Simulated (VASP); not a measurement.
**CdSe: single point with PBE**

CdSe:

```xyz
2
Lattice="0.0000 3.2381 3.2381 3.2381 0.0000 3.2381 3.0715 3.0715 0.1667" Properties=species:S:1:pos:R:3 pbc="T T T"
Cd    0.0000    0.0000    0.0000
Se    4.7322    4.7322    4.9822
```

| Item | Value |
| --- | --- |
| Program | VASP 6.6.1 |
| Task | single point |
| Functional | PBE |
| Potentials or basis | VASP PAW PBE potentials, release 64 (Cd, Se) |
| Cutoff | 520 eV |
| k mesh | 10 × 10 × 10 |
| Occupations | gaussian, width 0.05 eV |
| Spin | no spin polarisation |
| Dipole correction | no |
| Further INCAR settings | ALGO = Normal; EDIFF = 1e-06; NBANDS = 16 |

| Quantity | Value |
| --- | --- |
| Pressure | -1.4 GPa |
| Largest force | 0.491 eV/Å |
| Band gap on the k mesh | 0.48 eV, indirect (least direct gap 0.51 eV) |

Forces on the atoms (eV/Å):
```
Cd  -0.283 -0.283  0.283
Se   0.283  0.283 -0.283
```

Stress tensor (GPa, compression positive):
```
-1.39  1.93 -1.93
 1.93 -1.39 -1.93
-1.93 -1.93 -1.39
```

Levels at points of the mesh, in eV from the valence-band top:
| k point | band 5 | band 6 | band 7 | band 8 | band 9 | band 10 | band 11 | band 12 | band 13 | band 14 |
| --- | --- | --- | --- | --- | --- | --- | --- | --- | --- | --- |
| (0.00, 0.00, 0.00) | -7.38 | -7.38 | -0.05 | -0.05 | -0.03 | 0.48 | 5.63 | 5.63 | 6.60 | 9.38 |
| (0.50, 0.00, 0.00) | -7.36 | -7.17 | -3.79 | -0.53 | -0.52 | 2.33 | 6.22 | 6.66 | 7.11 | 9.87 |
| (0.50, 0.50, 0.00) | -7.34 | -7.10 | -3.62 | -1.68 | -1.32 | 3.17 | 3.77 | 8.43 | 9.43 | 9.88 |
| (0.00, 0.00, 0.50) | -7.36 | -7.11 | -3.84 | -0.82 | -0.82 | 2.00 | 6.11 | 6.11 | 7.38 | 9.62 |

It took 110 s on 1 thread of AMD EPYC 7R13 Processor (Zen 3), with other jobs on the host, peak memory 0.24 GiB.

A k mesh can miss the band edges.
